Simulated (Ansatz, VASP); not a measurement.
**SiO2 in VASP and in Ansatz**

Contents of INCAR:

```
PREC = Accurate
ENCUT = 520
EDIFF = 1E-7
ISMEAR = 0
SIGMA = 0.05
LREAL = F
LASPH = T
NELM = 60
ALGO = Normal
ISIF = 2
LWAVE = F
LCHARG = T
GGA = PE
LELF = T
LVHAR = T
NBANDS = 25
```

Contents of KPOINTS:

```
regular mesh
0
Gamma
  6 6 8
```

POSCAR

```
SiO2
1.0
    4.2358788266      0.0000000000      0.0000000000
    0.0000000000      4.1371828499      0.0000000000
    0.0000000000      0.0000000000      2.6897743046
Si O
2 4
Direct
    0.5000000000      0.5000000000      0.5000000000
    0.0000000000      0.0000000000      0.0000000000
    0.7116424844      0.6743831010      0.0000000000
    0.2116424844      0.8256168990      0.5000000000
    0.2883575156      0.3256168990      0.0000000000
    0.7883575156      0.1743831010      0.5000000000
```

Input for Ansatz:

```yaml
crystal:
  lattice:
    - [4.2358788266, 0.0, 0.0]
    - [0.0, 4.1371828499, 0.0]
    - [0.0, 0.0, 2.6897743046]
  atoms:
    - { symbol: Si, position: [0.5, 0.5, 0.5] }
    - { symbol: Si, position: [0.0, 0.0, 0.0] }
    - { symbol: O, position: [0.7116424844, 0.674383101, 0.0] }
    - { symbol: O, position: [0.2116424844, 0.825616899, 0.5] }
    - { symbol: O, position: [0.2883575156, 0.325616899, 0.0] }
    - { symbol: O, position: [0.7883575156, 0.174383101, 0.5] }
basis:
  ecutwfc: 520.0
kpoints:
  mp_grid: { grid: [6, 6, 8] }
hamiltonian:
  xc: pbe
  pseudopotentials: { kind: paw, azcp: { folder: soft_1 } }
scf:
  occupations: { method: gaussian, width: 0.05 }
output:
  forces: true
  stress: true
  eigenvalues: true
```

Change from the starting cell: mode 4 frozen in at +0.112 Å, normal strain along y -0.0233.

Alike in both runs: task single point; functional PBE; k mesh 6 × 6 × 8; occupations gaussian, width 0.05 eV; no spin polarisation.

|  | VASP | Ansatz |
| --- | --- | --- |
| version | VASP 6.6.1 | Ansatz 0.2.0 |
| potentials or method | VASP PAW PBE potentials, release 64 (Si, O), cutoff 520 eV | scalar-relativistic, plane waves, PAW |
| valence electrons in the cell | 32 | 32 |

|  | VASP | Ansatz | Ansatz less VASP |
| --- | --- | --- | --- |
| gap on the k mesh at the Fermi level (eV) | 5.37 | 5.39 | +0.021 |
| least direct gap on the mesh (eV) | 5.37 | 5.39 | +0.021 |
| pressure (GPa) | 6.0 | 5.8 | -0.26 |
| traceless stress, the component that is largest in VASP (GPa) | 9.44 | 9.69 | +0.252 |
| rms of the force components (eV/Å) | 0.197 | 0.193 | -0.0032 |

Atom by atom the forces differ by 0.008 eV/Å (rms over components).
